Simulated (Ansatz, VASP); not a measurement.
# Two plane-wave programs on SiNi3

The input POSCAR:

```
SiNi3
1.0
    3.4297827029      0.0000000000      0.0000000000
    0.0000000000      3.4297827029      0.0000000000
    0.0000000000      0.0000000000      3.4297827029
Si Ni
1 3
Direct
    0.0000000000      0.0000000000      0.0000000000
    0.0000000000      0.5000000000      0.5000000000
    0.5000000000      0.0000000000      0.5000000000
    0.5000000000      0.5000000000      0.0000000000
```

INCAR.step1

```
SYSTEM = SiNi3
  PREC = Accurate
  ENCUT = 520
  ISMEAR = -1
  SIGMA = 0.02
  LREAL = .FALSE.
  LASPH = .TRUE.
  NELM = 60
  NBANDS = 25
  GGA = PE
  ALGO = Normal
  EDIFF = 1E-4
  LWAVE = .TRUE.
  LCHARG = .FALSE.
```

File INCAR.step2:

```
SYSTEM = SiNi3
  PREC = Accurate
  ENCUT = 520
  EDIFF = 1E-7
  ISMEAR = -1
  SIGMA = 0.02
  LREAL = .FALSE.
  LASPH = .TRUE.
  NELM = 60
  ALGO = Normal
  ISIF = 2
  LWAVE = .FALSE.
  LCHARG = .FALSE.
  METAGGA = R2SCAN
  LMIXTAU = .TRUE.
  NBANDS = 25
  ISTART = 1
```

File KPOINTS:

```
Automatic mesh
0
G
  6 6 6
  0 0 0
```

Input for Ansatz:

```yaml
crystal:
  lattice:
    - [3.4297827029, 0.0, 0.0]
    - [0.0, 3.4297827029, 0.0]
    - [0.0, 0.0, 3.4297827029]
  atoms:
    - { symbol: Si, position: [0.0, 0.0, 0.0] }
    - { symbol: Ni, position: [0.0, 0.5, 0.5] }
    - { symbol: Ni, position: [0.5, 0.0, 0.5] }
    - { symbol: Ni, position: [0.5, 0.5, 0.0] }
kpoints:
  mp_grid: { grid: [6, 6, 6] }
hamiltonian:
  xc: r2scan
scf:
  occupations: { method: fermi_dirac, width: 0.02 }
  n_extra_bands: 5
output:
  forces: true
  stress: true
  eigenvalues: true
```

Alike in both runs: task single point; functional r2SCAN; k mesh 6 × 6 × 6; occupations fermi-dirac, width 0.02 eV; no spin polarisation.

```csv
,VASP,Ansatz
version,VASP 6.6.1,Ansatz 0.2.0
potentials or method,"VASP PAW PBE potentials, release 64 (Si, Ni)","plane waves, PAW"
plane-wave cutoff (eV),520,500
valence electrons in the cell,34,58
```

Ansatz gave:

```
pressure (GPa) : 7.8
```

**Question.** What did VASP give for the same quantities?

**Answer.** Pressure (GPa): 8.1.

VASP's potentials were made for PBE, not for r2SCAN. The functional is the same, so the differences come from potentials, cutoffs and numerics. VASP's potentials hold 34 valence electrons a cell and Ansatz's 58, so a difference there can come from the potentials and not from the codes.
